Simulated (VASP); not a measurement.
Here is a VASP 6.6.1 calculation.

The input INCAR:

```
SYSTEM = Se
PREC     = Accurate       ! precision mode
ENCUT    = 500            ! plane-wave cutoff, eV
EDIFF    = 1E-6           ! SCF threshold, eV
ISMEAR   = -1             ! smearing method
SIGMA    = 0.1            ! smearing width, eV
LREAL    = .FALSE.        ! projectors in reciprocal space
LASPH    = .TRUE.         ! aspherical terms in the spheres
NELM     = 120            ! most SCF steps
ALGO     = Normal         ! electronic algorithm
ISIF     = 2              ! what is computed and relaxed
LWAVE    = .FALSE.        ! write WAVECAR
LCHARG   = .TRUE.         ! write CHGCAR
GGA      = PS             ! functional
LELF     = .TRUE.         ! ELF
LVHAR    = .TRUE.       
NBANDS   = 13             ! bands
GGA_COMPAT= .FALSE.
```

File KPOINTS:

```
regular mesh
0
G
  9 9 9
  0 0 0
```

Contents of POSCAR:

```
Se
1.0
    0.0000000000      3.1119861359      3.1119861359
    3.1119861359      0.0000000000      3.1119861359
    3.1119861359      3.1119861359      0.0000000000
Se
2
Direct
    0.1250000000      0.1250000000      0.1250000000
    0.8750000000      0.8750000000      0.8750000000
```

Potentials or basis: VASP PAW PBE potentials, release 64 (Se).

The run is started by

```console
$ cat potpaw_PBE.64/Se/POTCAR > POTCAR
$ mpirun -np 1 vasp_std > vasp.out
```

Question: Predict the band gap on the k mesh.

Answer: Zero (band 6 reaches 2.61 eV, above the bottom of band 7 at 1.52 eV).

Question: Predict the pressure.

Answer: 0.0 GPa.

Caveat: the PAW data sets were made with another functional, which shifts forces and pressure a little.
